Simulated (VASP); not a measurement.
# BaS in VASP: notebook

Runs on BaS. Level: PBE. Tasks: single point.

All numbers are computed with VASP 6.6.1; they aren't measurements. Logs are shortened: lines on timing, memory, paths and dates and some standing lists are left out, and cuts for length are marked.

**1. The cell of the first run**

The typed cell holds 2 atoms: a = 3.854 Å, b = 3.854 Å, c = 3.832 Å, α = 90.00°, β = 90.00°, γ = 90.00°.

**2. Single point, PBE**

INCAR reads:

```
SYSTEM = BaS
ALGO     = Normal         ! electronic algorithm
EDIFF    = 1E-6           ! SCF threshold, eV
ENCUT    = 500            ! plane-wave cutoff, eV
GGA      = PE             ! functional
GGA_COMPAT= .False.      
ISIF     = 2              ! what is computed and relaxed
ISMEAR   = 0              ! smearing method
LASPH    = .True.         ! aspherical terms in the spheres
LCHARG   = .False.        ! write CHGCAR
LREAL    = .False.        ! projectors in reciprocal space
LWAVE    = .False.        ! write WAVECAR
NBANDS   = 15             ! bands
NELM     = 120            ! most SCF steps
PREC     = Accurate       ! precision mode
SIGMA    = 0.15           ! smearing width, eV
```

KPOINTS reads:

```
k-points
0
Gamma
  3 3 4
  0 0 0
```

POSCAR reads:

```
BaS
1.0
    3.8536393856      0.0000000000      0.0000000000
    0.0000000000      3.8536393856      0.0000000000
    0.0000000000      0.0000000000      3.8320946390
Ba S
1 1
Direct
    0.0000000000      0.0000000000      0.7667149848
    0.5000000000      0.5000000000      0.2676886552
```

Potentials or basis: VASP PAW PBE potentials, release 64 (Ba_sv, S).

Started as:

```
cat potpaw_PBE.64/Ba_sv/POTCAR potpaw_PBE.64/S/POTCAR > POTCAR
mpirun -np 1 vasp_std > vasp.out
```

OUTCAR:

```text
SYSTEM = BaS
   EDIFF = 1E-6
   ENCUT = 500
   GGA = PE
   ISIF = 2
   ISMEAR = 0
   LASPH = .True.
   LREAL = .False.
   NELM = 120
   PREC = Accurate

 ion  position               nearest neighbor table
   1  0.000  0.000  0.767-   2 3.33   2 3.33   2 3.33   2 3.33   2 3.33   2 3.33   2 3.33   2 3.33

   2  0.500  0.500  0.268-   1 3.33   1 3.33   1 3.33   1 3.33   1 3.33   1 3.33   1 3.33   1 3.33

  LATTYP: Found a simple tetragonal cell.
 ALAT       =     3.8536393856
 C/A-ratio  =     0.9944092468

  Lattice vectors:

 A1 = (   3.8536393856,   0.0000000000,   0.0000000000)
 A2 = (   0.0000000000,   3.8536393856,   0.0000000000)
 A3 = (   0.0000000000,   0.0000000000,   3.8320946390)

Analysis of symmetry for initial positions (statically):
=====================================================================
 Subroutine PRICEL returns:
 Original cell was already a primitive cell.

 Routine SETGRP: Setting up the symmetry group for a
 simple tetragonal supercell.

 Subroutine GETGRP returns: Found  8 space group operations
 (whereof  8 operations were pure point group operations)
 out of a pool of 16 trial point group operations.

The static configuration has the point symmetry C_4v.

Analysis of symmetry for dynamics (positions and initial velocities):
=====================================================================
 Subroutine PRICEL returns:
 Original cell was already a primitive cell.

 Routine SETGRP: Setting up the symmetry group for a
 simple tetragonal supercell.

 Subroutine GETGRP returns: Found  8 space group operations
 (whereof  8 operations were pure point group operations)
 out of a pool of 16 trial point group operations.

The dynamic configuration has the point symmetry C_4v.

 Subroutine INISYM returns: Found  8 space group operations
 (whereof  8 operations are pure point group operations),
 and found     1 'primitive' translations

----------------------------------------------------------------------------------------

                                     Primitive cell

  volume of cell :      56.9087

  direct lattice vectors                    reciprocal lattice vectors
     3.853639386  0.000000000  0.000000000     0.259494960  0.000000000  0.000000000
     0.000000000  3.853639386  0.000000000     0.000000000  0.259494960  0.000000000
     0.000000000  0.000000000  3.832094639     0.000000000  0.000000000  0.260953889

  length of vectors
     3.853639386  3.853639386  3.832094639     0.259494960  0.259494960  0.260953889

  position of ions in fractional coordinates (direct lattice)
[... 73 lines left out ...]
   PSTRESS=    0.0 pullay stress
   NELECT =      16.0000    total number of electrons
   NUPDOWN=      -1.0000    fix difference up-down
   EMIN   =  10.00;   EMAX   =-10.00  energy-range for DOS
   EFERMI =   0.00;   METHOD = LEGACY
   ISMEAR =     0;   SIGMA  =   0.15  broadening in eV -4-tet -1-fermi 0-gaus
   EFERMI_NEDOS =   21; number of points for ismear=-14 and -15
   IALGO  =     38    algorithm
   IMIX   =      4    mixing-type and parameters
     AMIX     =   0.40;   BMIX     =  1.00
     AMIX_MAG =   1.60;   BMIX_MAG =  1.00
  volume/ion in A,a.u.               =      28.45       192.02
  Fermi-wavevector in a.u.,A,eV,Ry     =   1.072479  2.026691 15.649567  1.150211
  Thomas-Fermi vector in A             =   2.208250
   LORBIT       =      0    0 simple, 1 ext, 2 COOP (PROOUT), +10 PAW based schemes
   GGA     = PE    functional components
   LHFCALC =     F    Hartree Fock is set to
   AEXX    =    0.0000 exact exchange contribution
   IVDW    =     0    specifies the selected vdW correction
   LEPSILON=     F    determine dielectric tensor
   LRPA    =     F    only Hartree local field effects (RPA)
 non-spin polarized calculation
 Gauss-broadening in eV      SIGMA  =   0.15
  energy-cutoff  :      500.00
  volume of cell :       56.91
 maximum number of plane-waves:      1445
   NGX = 15   NGY = 15   NGZ = 13

 number of electron      16.0000000 magnetization

 Free energy of the ion-electron system (eV)
  ---------------------------------------------------
  ext. energy  EPLUGINS =         0.00000000
  ---------------------------------------------------
  free energy    TOTEN  =        -9.70395302 eV

  energy without entropy =       -9.70395302  energy(sigma->0) =       -9.70395302

 E-fermi :   3.6714     XC(G=0):  -9.3548

 val. band max:        2.9108843169   @ k =   0.0000   0.0000   0.0000
 cond. band min:       4.4227547739   @ k =   0.0000   0.0000   0.0000
 fundamental gap:      1.5118704571
 Fermi energy:         3.6714377911

 k-point     1 :       0.0000    0.0000    0.0000
  band No.  band energies     occupation
      1     -24.2101      2.00000
      2      -9.0177      2.00000
      3      -9.0177      2.00000
      4      -9.0065      2.00000
      5      -8.0435      2.00000
      6       2.8716      2.00000
      7       2.8716      2.00000
      8       2.9109      2.00000
      9       4.4228      0.00000
     10       4.4228      0.00000
     11       6.7567      0.00000
     12       9.4417      0.00000
     13       9.4911      0.00000
     14       9.4911      0.00000
[... 131 lines left out ...]
      2      -9.7806      2.00000
      3      -9.4890      2.00000
      4      -9.4459      2.00000
      5      -7.3578      2.00000
      6       0.6334      2.00000
      7       0.7343      2.00000
      8       1.3284      2.00000
      9       7.7975      0.00000
     10       7.9924      0.00000
     11       8.3665      0.00000
     12       9.9569      0.00000
     13      10.5522      0.00000
     14      11.8984      0.00000
     15      12.8617      0.00000

------------------------ aborting loop because EDIFF is reached ----------------------------------------

  FORCE on cell =-STRESS in cart. coord.  units (eV):
  Direction    XX          YY          ZZ          XY          YZ          ZX
  --------------------------------------------------------------------------------------
  -------------------------------------------------------------------------------------
  Total        0.2648118      0.2648118      0.3400504      0.0000000      0.0000000      0.0000000
  in kB        7.4553759      7.4553759      9.5736056      0.0000000      0.0000000      0.0000000
  external PRESSURE =       8.1614525 kB  Pullay stress =       0.0000000 kB

 VOLUME and BASIS-vectors are now :
 -----------------------------------------------------------------------------
  energy-cutoff  :      500.00
  volume of cell :       56.91
      direct lattice vectors                 reciprocal lattice vectors
     3.853639386  0.000000000  0.000000000     0.259494960  0.000000000  0.000000000
     0.000000000  3.853639386  0.000000000     0.000000000  0.259494960  0.000000000
     0.000000000  0.000000000  3.832094639     0.000000000  0.000000000  0.260953889

 POSITION                                       TOTAL-FORCE (eV/Angst)
 -----------------------------------------------------------------------------------
      0.00000      0.00000      2.93812         0.000000      0.000000      0.002632
      1.92682      1.92682      1.02581         0.000000     -0.000000     -0.002632
 -----------------------------------------------------------------------------------
    total drift:                               -0.000000     -0.000000      0.000037

  FREE ENERGIE OF THE ION-ELECTRON SYSTEM (eV)
  ---------------------------------------------------
  free  energy   TOTEN  =        -9.7039530233 eV

  energy  without entropy=       -9.7039530233  energy(sigma->0) =       -9.70395302
```

Wall time 9.8 s (1 thread of Intel Xeon Platinum 8375C at 2.90GHz (Ice Lake), shared host); peak memory 0.15 GiB.

Results:

| Property | Result |
| --- | --- |
| Free energy | -9.7040 eV |
| Pressure | 0.8 GPa |
| Band gap on the k mesh | 1.51 eV, direct |

Forces in eV/Å, atoms in the order of the input:
```
Ba   0.000  0.000  0.003
S    0.000  0.000 -0.003
```

Caveat: the k points lie up to 0.54 Å⁻¹ apart; spin-orbit coupling is left out, which moves the levels of the heavy elements. PBE gaps usually lie below the measured ones, often by a third to a half.

**3. Single point, PBE**

This run uses another cell than the first one, of 28.70 Å³/atom, 1.009 times its volume.

INCAR reads:

```
PREC = Accurate
ENCUT = 500
EDIFF = 1E-6
ISMEAR = 0
SIGMA = 0.15
LREAL = F
LASPH = T
NELM = 120
ALGO = Normal
ISIF = 2
LWAVE = F
LCHARG = F
GGA = PE
NBANDS = 15
GGA_COMPAT = F
```

KPOINTS reads:

```
Automatic mesh
0
Gamma
  4 4 3
```

POSCAR reads:

```
BaS
1.0
    3.8528657537      0.0000000000      0.0000000000
    0.0000000000      3.8528657537      0.0000000000
    0.0000000000      0.0000000000      3.8665585920
Ba S
1 1
Direct
    0.0000000000      0.0000000000      0.5000000000
    0.5000000000      0.5000000000      0.0000000000
```

Potentials or basis: VASP PAW PBE potentials, release 64 (Ba_sv, S).

Started as:

```
cat potpaw_PBE.64/Ba_sv/POTCAR potpaw_PBE.64/S/POTCAR > POTCAR
mpirun -np 1 vasp_std > vasp.out
```

It took 11 s on 1 thread of Intel Xeon Platinum 8375C at 2.90GHz (Ice Lake), shared host; peak memory 0.15 GiB.

It converged, with:

| Property | Result |
| --- | --- |
| Free energy | -9.7227 eV |
| Pressure | 0.4 GPa |
| Band gap on the k mesh | 1.46 eV, indirect (least direct gap 1.55 eV) |

Levels at points of the mesh, in eV from the valence-band top:
| k point | band 5 | band 6 | band 7 | band 8 | band 9 | band 10 | band 11 | band 12 |
| --- | --- | --- | --- | --- | --- | --- | --- | --- |
| (0.00, 0.00, 0.00) | -11.01 | -0.12 | -0.10 | -0.10 | 1.46 | 1.46 | 3.71 | 6.45 |
| (0.50, 0.00, 0.00) | -9.87 | -2.86 | -0.72 | -0.69 | 2.46 | 5.99 | 6.51 | 6.89 |
| (0.50, 0.50, 0.00) | -10.59 | -1.35 | -1.35 | 0.00 | 2.20 | 3.28 | 4.28 | 4.28 |

Caveat: the k points lie up to 0.54 Å⁻¹ apart; spin-orbit coupling is left out, which moves the levels of the heavy elements. A k mesh can miss the band edges.

**4. Single point, PBE**

This run uses another cell than the first one: it holds 4 atoms, not 2.

INCAR reads:

```
SYSTEM = BaS
PREC = Accurate
ENCUT = 500
EDIFF = 1E-6
ISMEAR = 0
SIGMA = 0.15
LREAL = .FALSE.
LASPH = .TRUE.
NELM = 120
ALGO = Normal
ISIF = 2
LWAVE = .FALSE.
LCHARG = .FALSE.
GGA = PE
NBANDS = 24
GGA_COMPAT = .FALSE.
```

KPOINTS reads:

```
regular mesh
0
G
  3 3 3
  0 0 0
```

POSCAR reads:

```
BaS
1.0
    5.4259290725      0.0000000000      0.0000000000
    0.0000000000      5.4259290725      0.0000000000
    0.0000000000      0.0000000000      3.8601922986
Ba S
2 2
Direct
    0.0000000000      0.0000000000      0.0000000000
    0.5000000000      0.5000000000      0.0000000000
    0.0000000000      0.5000000000      0.4980708855
    0.5000000000      0.0000000000      0.5019291145
```

Started as:

```
cat potpaw_PBE.64/Ba_sv/POTCAR potpaw_PBE.64/S/POTCAR > POTCAR
mpirun -np 1 vasp_std > vasp.out
```

Wall time 23 s (1 thread of Intel Xeon Platinum 8375C at 2.90GHz (Ice Lake), shared host); peak memory 0.2 GiB.

Results (log left out):

```
Free energy            : -19.4454 eV
Pressure               : 0.9 GPa
Largest force          : 0.003 eV/Å
Band gap on the k mesh : 1.46 eV
```

Forces in eV/Å, atoms in the order of the input:
```
Ba   0.000  0.000  0.000
Ba   0.000  0.000  0.000
S    0.000  0.000  0.003
S    0.000  0.000 -0.003
```

Stress tensor (GPa, compression positive):
```
0.94 0.00 0.00
0.00 0.94 0.00
0.00 0.00 0.84
```

Levels at points of the mesh, in eV from the valence-band top:
```tsv
k point	band 12	band 13	band 14	band 15	band 16	band 17	band 18	band 19	band 20	band 21
(0.00, 0.00, 0.00)	-1.34	-0.12	-0.07	-0.07	0.00	1.46	1.46	2.23	3.29	3.80
```

Caveat: the k points lie up to 0.54 Å⁻¹ apart; spin-orbit coupling is left out, which moves the levels of the heavy elements. As with any semilocal functional, this PBE gap is likely too small.

**5. Overview**

| cell | k mesh | gap on the mesh (eV) | pressure (GPa) |
| --- | --- | --- | --- |
| a = 3.854, b = 3.854, c = 3.832 Å, 2 atoms | 3 × 3 × 4 | 1.51 | 0.8 |
| a = 3.853, b = 3.853, c = 3.867 Å, 2 atoms | 4 × 4 × 3 | 1.46 | 0.4 |
| a = 5.426, b = 5.426, c = 3.860 Å, 4 atoms | 3 × 3 × 3 | 1.46 | 0.9 |

Alike in all rows: task single point; level PBE; potentials or basis VASP PAW PBE potentials, release 64 (Ba_sv, S); no spin polarisation; cutoff (eV) 500; smearing gaussian 0.15 eV.

Caveats: all runs use coarse meshes; spin-orbit coupling is left out, which moves the levels of the heavy elements.

Absolute energies hang on the potentials; compare differences alone.
